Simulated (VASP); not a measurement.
A run of VASP 6.6.1 is set up as follows.

Contents of INCAR:

```
PREC = Accurate
ENCUT = 520
EDIFF = 1E-7
ISMEAR = 0
SIGMA = 0.15
LREAL = F
LASPH = T
NELM = 80
ALGO = Normal
ISIF = 2
LWAVE = F
LCHARG = F
GGA = PE
IVDW = 12
NBANDS = 11
```

KPOINTS

```
regular mesh
0
Gamma
  24 24 6
```

Contents of POSCAR:

```
C
1.0
    2.4561701622      0.0000000000      0.0000000000
   -1.2280850811      2.1271057565      0.0000000000
    0.0000000000      0.0000000000      8.5238033600
C
2
Direct
    0.2628149778      0.5256299556     -0.0351955562
    0.6666666667      0.3333333333      0.0000000000
```

Potentials or basis: VASP PAW PBE potentials, release 64 (C).

The run is started by

```console
$ cat potpaw_PBE.64/C/POTCAR > POTCAR
$ mpirun -np 1 vasp_std > vasp.out
```

(1) Estimate the largest force.

(2) What does it give for the band gap on the k mesh?

(3) What does it give for the dispersion energy per atom?

Answers

(1) 6.879 eV/Å.

(2) zero (band 4 reaches 1.32 eV, above the bottom of band 5 at -1.17 eV).

(3) -0.093 eV.

Caveat: the cell differs from its parent crystal (atom 1 (C) moved by (-0.300, -0.300) A along y and z).
